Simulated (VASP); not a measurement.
Here is a VASP 6.6.1 calculation.

INCAR

```
PREC     = Accurate       # precision mode
ENCUT    = 520            # plane-wave cutoff, eV
EDIFF    = 1E-7           # SCF threshold, eV
ISMEAR   = 0              # smearing method
SIGMA    = 0.05           # smearing width, eV
LREAL    = False          # projectors in reciprocal space
LASPH    = True           # aspherical terms in the spheres
NELM     = 100            # most SCF steps
ALGO     = Normal         # electronic algorithm
ISIF     = 2              # what is computed and relaxed
LWAVE    = False          # write WAVECAR
LCHARG   = False          # write CHGCAR
GGA      = PE             # functional
NBANDS   = 26             # bands
```

The input KPOINTS:

```
regular mesh
0
Gamma
  12 12 4
```

POSCAR

```
CdS
1.0
    4.1347992034      0.0000000000      0.0000000000
   -2.0673996017      3.5808411497      0.0000000000
    0.0000000000      0.0000000000      6.7490000000
Cd S
2 2
Direct
    0.3333333333      0.6666666667      0.0000000000
    0.6666666667      0.3333333333      0.5000000000
    0.3472965330      0.6945930660      0.3553659801
    0.6666666667      0.3333333333      0.8850000000
```

Potentials or basis: VASP PAW PBE potentials, release 64 (Cd, S).

Command:

```sh
$ cat potpaw_PBE.64/Cd/POTCAR potpaw_PBE.64/S/POTCAR > POTCAR
$ mpirun -np 1 vasp_std > vasp.out
```

Question: What does it give for the band gap on the k mesh?

Answer: 1.16 eV.

Question: What does it give for the largest force?

Answer: 1.505 eV/Å.

Stress tensor (GPa, compression positive):
```
1.66 0.00 0.00
0.00 3.55 0.81
0.00 0.81 4.57
```

Caveat: the cell differs from its parent crystal (atom 3 (S) moved by (+0.100, -0.200) A along y and z); the cell stands under pressure; forces of over 1 eV/Å act on the atoms, so gaps and moduli don't describe the material at rest. A k mesh can miss the band edges.
